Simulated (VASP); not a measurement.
Write the native input for VASP 6.6.1 that does the following.

- Task: single point
- Functional: PBEsol
- Potentials or basis: VASP PAW PBE potentials, release 64 (Co)
- Cutoff: 520 eV
- k mesh: 21 × 21 × 12
- Occupations: gaussian, width 0.15 eV
- Spin: collinear spin, ferromagnetic start
- Starting moments: [1.79, 1.79] μB
- Dipole correction: no
- Further INCAR settings: ALGO = Fast; EDIFF = 1e-06; NBANDS = 20

The structure of Co lies in POSCAR:

```
Co
1.0
    2.5374000000      0.0000000000      0.0000000000
   -1.2687000000      2.1974528596      0.0000000000
    0.0000000000      0.0000000000      4.0335000000
Co
2
Direct
    0.3333333333      0.6666666667      0.2500000000
    0.6666666667      0.3333333333      0.7500000000
```

The input as run:

INCAR

```
SYSTEM = Co
PREC = Accurate
ENCUT = 520
EDIFF = 1E-6
ISMEAR = 0
SIGMA = 0.15
LREAL = .FALSE.
LASPH = .TRUE.
NELM = 150
ALGO = Fast
ISIF = 2
LWAVE = .FALSE.
LCHARG = .FALSE.
ISPIN = 2
MAGMOM = 1.79 1.79
LORBIT = 11
LMAXMIX = 4
GGA = PS
NBANDS = 20
```

KPOINTS

```
regular mesh
0
G
  21 21 12
  0 0 0
```

Potentials or basis: VASP PAW PBE potentials, release 64 (Co).

Command:

```console
$ cat potpaw_PBE.64/Co/POTCAR > POTCAR
$ mpirun -np 1 vasp_std > vasp.out
```

Results of the run:

* Pressure: -16.6 GPa
* Net moment: 3.26 μB per cell
* Site moments: Co +1.65 μB
* Valence electrons inside the program's atomic spheres: Co 8.20

Caveat: the cell stands under tension; the PAW data sets were made with another functional, which shifts forces and pressure a little.

It took 8.5 min on 1 thread of Oxide Virtual Turin-like Processor (shared host), peak memory 0.28 GiB.
